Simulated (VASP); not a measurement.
Write the native input for VASP 6.6.1 that does the following.

| Quantity | Value |
| --- | --- |
| Task | single point |
| Functional | PBE |
| Potentials or basis | VASP PAW PBE potentials, release 64 (Li_sv, H) |
| Cutoff | 520 eV |
| k mesh | 10 × 10 × 10 |
| Occupations | gaussian, width 0.05 eV |
| Spin | no spin polarisation |
| Dipole correction | no |
| Further INCAR settings | ALGO = Normal; EDIFF = 1e-07; NBANDS = 9 |

The structure of LiH lies in POSCAR:

```
LiH
1.0
    0.0000000000      1.9715250000      2.0325000000
    1.9715250000      0.0000000000      2.0325000000
    1.9715250000      1.9715250000      0.0000000000
Li H
1 1
Direct
    0.0000000000      0.0000000000      0.0000000000
    0.5000000000      0.5000000000      0.5000000000
```

This cell differs from its parent crystal: strain -0.0300 x Voigt [1, 1, 0, 0, 0, 0].

The input as run:

INCAR

```
SYSTEM = LiH
  PREC = Accurate
  ENCUT = 520
  EDIFF = 1E-7
  ISMEAR = 0
  SIGMA = 0.05
  LREAL = .FALSE.
  LASPH = .TRUE.
  NELM = 100
  ALGO = Normal
  ISIF = 2
  LWAVE = .FALSE.
  LCHARG = .TRUE.
  GGA = PE
  LELF = .TRUE.
  LVHAR = .TRUE.
  NBANDS = 9
```

KPOINTS

```
Automatic mesh
0
G
  10 10 10
  0 0 0
```

Potentials or basis: VASP PAW PBE potentials, release 64 (Li_sv, H).

Launch:

```sh
$ cat potpaw_PBE.64/Li_sv/POTCAR potpaw_PBE.64/H/POTCAR > POTCAR
$ mpirun -np 1 vasp_std > vasp.out
```

It gave:

* Band gap on the k mesh: 2.62 eV (least direct gap 2.85 eV)

Caveat: the cell differs from its parent crystal (strain -0.0300 x Voigt [1, 1, 0, 0, 0, 0]).

Run time: 5.4 s on 1 thread of Intel(R) Xeon(R) 6975P-C (Granite Rapids), with other jobs on the host, peak memory 0.14 GiB.
